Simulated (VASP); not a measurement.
# SbO4 (P6/mmm) in VASP: further runs, part 2 of 2

VASP 6.6.1.

### Step 3. Single point, PBE

This run uses another cell than the first one, of 13.80 Å³/atom.

Input file INCAR:

```
PREC = Accurate
ENCUT = 520
EDIFF = 1E-7
ISMEAR = 0
SIGMA = 0.1
LREAL = False
LASPH = True
NELM = 80
ALGO = Normal
ISIF = 2
LWAVE = False
LCHARG = False
GGA = PE
NBANDS = 22
```

Input file KPOINTS:

```
Automatic mesh
0
Gamma
  6 6 4
```

Input file POSCAR:

```
SbO4
1.0
    3.9674280000      0.0000000000      0.0000000000
   -1.9837140000      3.4358934400      0.0000000000
    0.0000000000      0.0000000000      5.0600774100
Sb O
1 4
Direct
    0.0000000000      0.0000000000      0.0000000000
    0.3333333300      0.6666666700      0.6643883500
    0.3333333300      0.6666666700      0.3356116500
    0.6666666700      0.3333333300      0.3356116500
    0.6666666700      0.3333333300      0.6643883500
```

Potentials or basis: VASP PAW PBE potentials, release 64 (Sb, O).

The run is started by

```console
cat potpaw_PBE.64/Sb/POTCAR potpaw_PBE.64/O/POTCAR > POTCAR
mpirun -np 1 vasp_std > vasp.out
```

OUTCAR:

```text
PREC = Accurate
   ENCUT = 520
   EDIFF = 1E-7
   ISMEAR = 0
   LREAL = False
   LASPH = True
   NELM = 80
   ISIF = 2
   GGA = PE

 ion  position               nearest neighbor table
   1  0.000  0.000  0.000-   2 2.85   3 2.85   4 2.85   5 2.85   4 2.85   5 2.85   2 2.85   3 2.85
                             4 2.85   5 2.85   2 2.85   3 2.85
   2  0.333  0.667  0.664-   3 1.66   1 2.85   1 2.85   1 2.85
   3  0.333  0.667  0.336-   2 1.66   1 2.85   1 2.85   1 2.85
   4  0.667  0.333  0.336-   5 1.66   1 2.85   1 2.85   1 2.85
   5  0.667  0.333  0.664-   4 1.66   1 2.85   1 2.85   1 2.85

  LATTYP: Found a hexagonal cell.
 ALAT       =     3.9674280000
 C/A-ratio  =     1.2754049752

  Lattice vectors:

 A1 = (   3.9674280000,   0.0000000000,   0.0000000000)
 A2 = (  -1.9837140000,   3.4358934400,   0.0000000000)
 A3 = (   0.0000000000,   0.0000000000,   5.0600774100)

Analysis of symmetry for initial positions (statically):
=====================================================================
 Subroutine PRICEL returns:
 Original cell was already a primitive cell.

 Routine SETGRP: Setting up the symmetry group for a
 hexagonal supercell.

 Subroutine GETGRP returns: Found 24 space group operations
 (whereof 24 operations were pure point group operations)
 out of a pool of 24 trial point group operations.

The static configuration has the point symmetry D_6h.

Analysis of symmetry for dynamics (positions and initial velocities):
=====================================================================
 Subroutine PRICEL returns:
 Original cell was already a primitive cell.

 Routine SETGRP: Setting up the symmetry group for a
 hexagonal supercell.

 Subroutine GETGRP returns: Found 24 space group operations
 (whereof 24 operations were pure point group operations)
 out of a pool of 24 trial point group operations.

[... 120 lines left out ...]
   IMIX   =      4    mixing-type and parameters
     AMIX     =   0.40;   BMIX     =  1.00
     AMIX_MAG =   1.60;   BMIX_MAG =  1.00
  volume/ion in A,a.u.               =      13.80        93.10
  Fermi-wavevector in a.u.,A,eV,Ry     =   1.226419  2.317596 20.464571  1.504104
  Thomas-Fermi vector in A             =   2.361420
   LORBIT       =      0    0 simple, 1 ext, 2 COOP (PROOUT), +10 PAW based schemes
   GGA     = PE    functional components
   LHFCALC =     F    Hartree Fock is set to
   AEXX    =    0.0000 exact exchange contribution
   IVDW    =     0    specifies the selected vdW correction
   LEPSILON=     F    determine dielectric tensor
   LRPA    =     F    only Hartree local field effects (RPA)
 non-spin polarized calculation
 Gauss-broadening in eV      SIGMA  =   0.10
  energy-cutoff  :      520.00
  volume of cell :       68.98
 maximum number of plane-waves:      1891
 NGX is ok and might be reduce to    30
   NGX = 15   NGY = 15   NGZ = 19

 number of electron      28.9999988 magnetization

 Free energy of the ion-electron system (eV)
  ---------------------------------------------------
  ext. energy  EPLUGINS =         0.00000000
  ---------------------------------------------------
  free energy    TOTEN  =       -19.97523395 eV

  energy without entropy =      -19.95527832  energy(sigma->0) =      -19.96525614

 E-fermi :   3.6858     XC(G=0): -10.0852

 val. band max:        3.6826049786   @ k =   0.0000   0.0000   0.0000
 cond. band min:       3.6982599222   @ k =   0.0000   0.0000   0.0000
 fundamental gap:      0.0156549436
 Fermi energy:         3.6857788115

 k-point     1 :       0.0000    0.0000    0.0000
  band No.  band energies     occupation
      1     -16.9059      2.00000
      2     -14.5841      2.00000
      3     -13.0982      2.00000
      4     -10.8933      2.00000
      5      -6.3262      2.00000
      6      -1.0781      2.00000
[... 514 lines left out ...]
     21      15.0005      0.00000
     22      15.2532      0.00000

------------------------ aborting loop because EDIFF is reached ----------------------------------------

  FORCE on cell =-STRESS in cart. coord.  units (eV):
  Direction    XX          YY          ZZ          XY          YZ          ZX
  --------------------------------------------------------------------------------------
  -------------------------------------------------------------------------------------
  Total        1.0279343      1.0279343    -20.3969315      0.0000000     -0.0000000      0.0000000
  in kB       23.8764659     23.8764659   -473.7721401      0.0000000     -0.0000000      0.0000000
  external PRESSURE =    -142.0064028 kB  Pullay stress =       0.0000000 kB

 VOLUME and BASIS-vectors are now :
 -----------------------------------------------------------------------------
  energy-cutoff  :      520.00
  volume of cell :       68.98
      direct lattice vectors                 reciprocal lattice vectors
     3.967428000  0.000000000  0.000000000     0.252052463  0.145522557  0.000000000
    -1.983714000  3.435893440  0.000000000     0.000000000  0.291045115  0.000000000
     0.000000000  0.000000000  5.060077410     0.000000000  0.000000000  0.197625435

 POSITION                                       TOTAL-FORCE (eV/Angst)
 -----------------------------------------------------------------------------------
      0.00000      0.00000      0.00000        -0.000000      0.000000      0.000000
     -0.00000      2.29060      3.36186        -0.000000      0.000000     -2.885271
     -0.00000      2.29060      1.69822         0.000000      0.000000      2.885271
      1.98371      1.14530      1.69822        -0.000000     -0.000000      2.885271
      1.98371      1.14530      3.36186         0.000000     -0.000000     -2.885271
 -----------------------------------------------------------------------------------
    total drift:                                0.000000      0.000000      0.000000

  FREE ENERGIE OF THE ION-ELECTRON SYSTEM (eV)
  ---------------------------------------------------
  free  energy   TOTEN  =       -19.9752339505 eV

  energy  without entropy=      -19.9552783228  energy(sigma->0) =      -19.96525614
```

OSZICAR:

```text
N       E                     dE             d eps       ncg     rms          rms(c)
DAV:   1     0.172798427668E+03    0.17280E+03   -0.13800E+04   924   0.116E+03
DAV:   2    -0.998790394015E+01   -0.18279E+03   -0.17237E+03  1274   0.254E+02
DAV:   3    -0.230545877978E+02   -0.13067E+02   -0.12756E+02  1002   0.749E+01
DAV:   4    -0.232019209393E+02   -0.14733E+00   -0.14703E+00  1062   0.871E+00
DAV:   5    -0.232039428451E+02   -0.20219E-02   -0.20218E-02  1058   0.997E-01    0.109E+01
DAV:   6    -0.203685232407E+02    0.28354E+01   -0.11250E+01  1032   0.176E+01    0.519E+00
DAV:   7    -0.200221626016E+02    0.34636E+00   -0.14685E+00   930   0.750E+00    0.204E+00
DAV:   8    -0.199731017388E+02    0.49061E-01   -0.24541E-01   972   0.312E+00    0.340E-01
DAV:   9    -0.199745365691E+02   -0.14348E-02   -0.83783E-03  1026   0.586E-01    0.212E-01
DAV:  10    -0.199752094703E+02   -0.67290E-03   -0.10102E-03   948   0.217E-01    0.263E-02
DAV:  11    -0.199752134931E+02   -0.40228E-05   -0.69954E-05  1080   0.504E-02    0.134E-02
DAV:  12    -0.199752316493E+02   -0.18156E-04   -0.18295E-05   972   0.266E-02    0.348E-03
DAV:  13    -0.199752339164E+02   -0.22671E-05   -0.23245E-06  1038   0.934E-03    0.131E-03
DAV:  14    -0.199752339505E+02   -0.34112E-07   -0.26714E-07   958   0.292E-03
   1 F= -.19975234E+02 E0= -.19965256E+02  d E =-.199556E-01
```

stdout:

```text
POSCAR found type information on POSCAR SbO
 POSCAR found :  2 types and       5 ions
 scaLAPACK will be used
 LDA part: xc-table for (Slater+PW92), standard interpolation
 POSCAR, INCAR and KPOINTS ok, starting setup
 FFT: planning ... GRIDC
 FFT: planning ... GRID_SOFT
 FFT: planning ... GRID
 WAVECAR not read
 entering main loop
```

Wall time 14 s (1 thread of Intel Xeon 6975P-C (Granite Rapids), shared host); peak memory 0.19 GiB.

What came out:

```
Free energy            : -19.9752 eV
Pressure               : -14.2 GPa
Largest force          : 2.885 eV/Å
Band gap on the k mesh : zero (an odd number of electrons rules out a gap without spin polarisation)
```

Forces in eV/Å, atoms in the order of the input:
```
Sb   0.000  0.000  0.000
O    0.000  0.000 -2.885
O    0.000  0.000  2.885
O    0.000  0.000  2.885
O    0.000  0.000 -2.885
```

Levels at points of the mesh, in eV from the Fermi level:
```csv
k point,band 12,band 13,band 14,band 15,band 16,band 17
"(0.00, 0.00, 0.00)",-2.33,-2.33,0.00,0.01,0.01,2.56
"(0.50, 0.00, 0.00)",-2.21,-1.10,-0.16,0.68,0.78,1.63
"(0.00, 0.00, 0.50)",-1.94,-1.94,-0.83,-0.83,1.06,1.42
"(0.50, 0.00, 0.50)",-2.08,-1.18,-1.07,0.07,0.65,1.34
```

Caveat: the stress differs along the axes, from -47 to 2 GPa; spin-orbit coupling is left out, which moves the levels of the heavy elements; an odd number of electrons without spin polarisation forces a metal; a magnetic or distorted state may lie lower.

### Step 4. Single point, PBE

This run uses another cell than the first one, of 11.67 Å³/atom.

Input file INCAR:

```
PREC = Accurate
ENCUT = 520
EDIFF = 1E-7
ISMEAR = 0
SIGMA = 0.1
LREAL = F
LASPH = T
NELM = 80
ALGO = Normal
ISIF = 2
LWAVE = F
LCHARG = F
GGA = PE
NBANDS = 22
```

Input file KPOINTS:

```
Automatic mesh
0
Gamma
  6 6 6
```

Input file POSCAR:

```
SbO4
1.0
    4.2895683440      0.0000000000      0.0000000000
   -2.1447841720      3.7148751572      0.0000000000
    0.0000000000      0.0000000000      3.6606767682
Sb O
1 4
Direct
    0.0000000000      0.0000000000      0.0000000000
    0.3333333333      0.6666666667      0.6789863525
    0.3333333333      0.6666666667      0.3210136475
    0.6666666667      0.3333333333      0.3210136475
    0.6666666667      0.3333333333      0.6789863525
```

The run is started by

```console
cat potpaw_PBE.64/Sb/POTCAR potpaw_PBE.64/O/POTCAR > POTCAR
mpirun -np 1 vasp_std > vasp.out
```

It took 12 s on 1 thread of Intel Xeon 6975P-C (Granite Rapids), shared host; peak memory 0.18 GiB.

The run converged. Its results:

```
Free energy            : -23.8093 eV
Pressure               : 0.5 GPa
Largest force          : 0.535 eV/Å
Band gap on the k mesh : zero (an odd number of electrons rules out a gap without spin polarisation)
```

Forces in eV/Å, atoms in the order of the input:
```
Sb   0.000  0.000  0.000
O    0.000  0.000  0.535
O    0.000  0.000 -0.535
O    0.000  0.000 -0.535
O    0.000  0.000  0.535
```

Stress tensor (GPa, compression positive):
```
-0.85  0.00  0.00
 0.00 -0.85  0.00
 0.00  0.00  3.22
```

Levels at points of the mesh, in eV from the Fermi level:
| k point | band 10 | band 11 | band 12 | band 13 | band 14 | band 15 | band 16 | band 17 | band 18 | band 19 |
| --- | --- | --- | --- | --- | --- | --- | --- | --- | --- | --- |
| (0.00, 0.00, 0.00) | -5.88 | -5.88 | -1.35 | -1.35 | 0.18 | 0.18 | 2.00 | 2.00 | 2.88 | 7.25 |
| (0.50, 0.00, 0.00) | -4.98 | -4.84 | -1.81 | -1.64 | 0.03 | 0.55 | 1.97 | 1.98 | 3.95 | 7.44 |
| (0.00, 0.00, 0.50) | -5.14 | -5.14 | -2.49 | -2.49 | -1.86 | -1.86 | -1.41 | 3.83 | 3.83 | 5.01 |
| (0.50, 0.00, 0.50) | -5.13 | -4.59 | -3.94 | -1.37 | -0.41 | -0.36 | 0.02 | 1.99 | 3.86 | 5.47 |

Caveat: spin-orbit coupling is left out, which moves the levels of the heavy elements; an odd number of electrons without spin polarisation forces a metal; a magnetic or distorted state may lie lower.

### Step 5. Relaxation of cell and atoms, PBE

This run uses another cell than the first one, of 13.80 Å³/atom.

Input file INCAR:

```
SYSTEM = SbO4
PREC = Accurate
ENCUT = 600
EDIFF = 1E-6
ISMEAR = 0
SIGMA = 0.1
LREAL = .FALSE.
LASPH = .TRUE.
NELM = 60
ALGO = Normal
ISIF = 3
LWAVE = .FALSE.
LCHARG = .FALSE.
GGA = PE
IBRION = 2
NSW = 90
EDIFFG = -0.04
```

Input file KPOINTS:

```
Automatic mesh
0
G
  6 6 4
  0 0 0
```

Input file POSCAR:

```
SbO4
1.0
    3.9674280000      0.0000000000      0.0000000000
   -1.9837140000      3.4358934400      0.0000000000
    0.0000000000      0.0000000000      5.0600774100
Sb O
1 4
Direct
    0.0000000000      0.0000000000      0.0000000000
    0.3333333300      0.6666666700      0.6643883500
    0.3333333300      0.6666666700      0.3356116500
    0.6666666700      0.3333333300      0.3356116500
    0.6666666700      0.3333333300      0.6643883500
```

The run is started by

```console
cat potpaw_PBE.64/Sb/POTCAR potpaw_PBE.64/O/POTCAR > POTCAR
mpirun -np 1 vasp_std > vasp.out
```

It took 2 min on 1 thread of Intel Xeon 6975P-C (Granite Rapids), shared host; peak memory 0.22 GiB.

It converged, with:

```
Free energy                           : -23.8409 eV
Relaxed volume                        : 11.60 Å³/atom
Relaxed cell                          : a = 4.286 Å, b = 4.286 Å, c = 3.645 Å, α = 90.00°, β = 90.00°, γ = 120.00°
Space group after relaxing (to 0.1 Å) : P6/mmm (No. 191)
Energy gained by relaxing             : 772.6 meV/atom
Ionic steps                           : 16
Pressure after relaxing               : 0.0 GPa
Largest force after relaxing          : 0.006 eV/Å
Band gap on the k mesh                : zero (an odd number of electrons rules out a gap without spin polarisation)
```

Forces on the atoms (eV/Å):
```
Sb   0.000  0.000  0.000
O    0.000  0.000  0.006
O    0.000  0.000 -0.006
O    0.000  0.000 -0.006
O    0.000  0.000  0.006
```

Stress tensor (GPa, compression positive):
```
-0.10  0.00  0.00
 0.00 -0.10  0.00
 0.00  0.00  0.31
```

Step by step:
| step | energy change (eV) | largest force (eV/Å) | pressure (GPa) | volume (Å³) |
| --- | --- | --- | --- | --- |
| 1 | 0.0000 | 2.8896 | -14.27 | 68.98 |
| 2 | -0.0902 | 17.8018 | 48.49 | 56.45 |
| 3 | -1.0857 | 2.8573 | -11.36 | 65.89 |
| 4 | -1.9606 | 2.1342 | -6.80 | 63.71 |
| 5 | -2.6163 | 1.9481 | 7.98 | 60.10 |
| 6 | -2.6187 | 1.0641 | 5.14 | 60.60 |
| 7 | -2.6227 | 1.3534 | 6.05 | 60.43 |
| 8 | -3.3430 | 1.2717 | 0.43 | 62.24 |
| 9 | -3.6497 | 1.7155 | -2.33 | 64.00 |
| 10 | -3.6821 | 1.5628 | -2.19 | 63.63 |
| 11 | -3.2419 | 3.0603 | -13.75 | 62.64 |
| 12 | -3.7481 | 0.1135 | -6.04 | 63.40 |
| 13 | -3.8586 | 0.0351 | -1.44 | 59.00 |
| 14 | -3.8619 | 0.0341 | -0.37 | 58.21 |
| 15 | -3.8619 | 0.0343 | -0.23 | 58.11 |
| 16 | -3.8629 | 0.0057 | 0.03 | 57.99 |

Final structure:
```cif
data_structure
_symmetry_space_group_name_H-M 'P 1'
_symmetry_Int_Tables_number 1
_cell_length_a 4.2862
_cell_length_b 4.2862
_cell_length_c 3.6449
_cell_angle_alpha 90.000
_cell_angle_beta 90.000
_cell_angle_gamma 120.000
_cell_volume 57.99
loop_
_atom_site_label
_atom_site_type_symbol
_atom_site_fract_x
_atom_site_fract_y
_atom_site_fract_z
_atom_site_occupancy
Sb1 Sb 0.00000 0.00000 0.00000 1
O1 O 0.33333 0.66667 0.68115 1
O2 O 0.33333 0.66667 0.31885 1
O3 O 0.66667 0.33333 0.31885 1
O4 O 0.66667 0.33333 0.68115 1
```

Levels at points of the mesh, in eV from the Fermi level:
| k point | band 10 | band 11 | band 12 | band 13 | band 14 | band 15 | band 16 | band 17 | band 18 |
| --- | --- | --- | --- | --- | --- | --- | --- | --- | --- |
| (0.00, 0.00, 0.00) | -5.79 | -5.79 | -1.34 | -1.34 | 0.19 | 0.19 | 2.10 | 2.10 | 3.01 |
| (0.50, 0.00, 0.00) | -4.84 | -4.71 | -1.78 | -1.63 | 0.04 | 0.56 | 2.07 | 2.08 | 4.06 |
| (0.00, 0.00, 0.50) | -5.00 | -5.00 | -2.52 | -2.52 | -1.88 | -1.88 | -1.38 | 3.91 | 3.91 |
| (0.50, 0.00, 0.50) | -4.99 | -4.44 | -3.97 | -1.37 | -0.40 | -0.29 | 0.00 | 2.04 | 3.95 |

Caveat: the volume moved by over 15 % at a fixed basis, so the end points are rough; spin-orbit coupling is left out, which moves the levels of the heavy elements; an odd number of electrons without spin polarisation forces a metal; a magnetic or distorted state may lie lower.

### Step 6. Summary

| task | cell | k mesh | cutoff (eV) | gap on the mesh (eV) | pressure (GPa) | largest force (eV/Å) |
| --- | --- | --- | --- | --- | --- | --- |
| single point | a = 4.300, b = 4.300, c = 3.653 Å, angles 90.0, 90.0, 120.0°, 5 atoms, atomic positions A | 6 × 6 × 4 | 520 | none | 0.4 | 0.48 |
| single point | a = 3.967, b = 3.967, c = 5.060 Å, angles 90.0, 90.0, 120.0°, 5 atoms, atomic positions B | 6 × 6 × 4 | 520 | none | -14.2 | 2.89 |
| single point | a = 4.290, b = 4.290, c = 3.661 Å, angles 90.0, 90.0, 120.0°, 5 atoms, atomic positions C | 6 × 6 × 6 | 520 | none | 0.5 | 0.54 |
| relaxation of cell and atoms | relaxed from a = 3.967, b = 3.967, c = 5.060 Å, angles 90.0, 90.0, 120.0°, 5 atoms, atomic positions B | 6 × 6 × 4 | 600 | none | 0.0 | 0.01 |

Alike in all rows: level PBE; potentials or basis VASP PAW PBE potentials, release 64 (Sb, O); no spin polarisation; smearing gaussian 0.1 eV.

Caveats: some runs use coarse meshes; spin-orbit coupling is left out, which moves the levels of the heavy elements; an odd number of electrons without spin polarisation forces a metal; a magnetic or distorted state may lie lower; the stress differs along the axes, from -47 to 2 GPa (at least some runs); the volume moved by over 15 % at a fixed basis, so the end points are rough (at least some runs).

Absolute energies hang on the potentials; compare differences alone.

The gap in the log of VASP goes by the Fermi energy; the results here count the filled bands.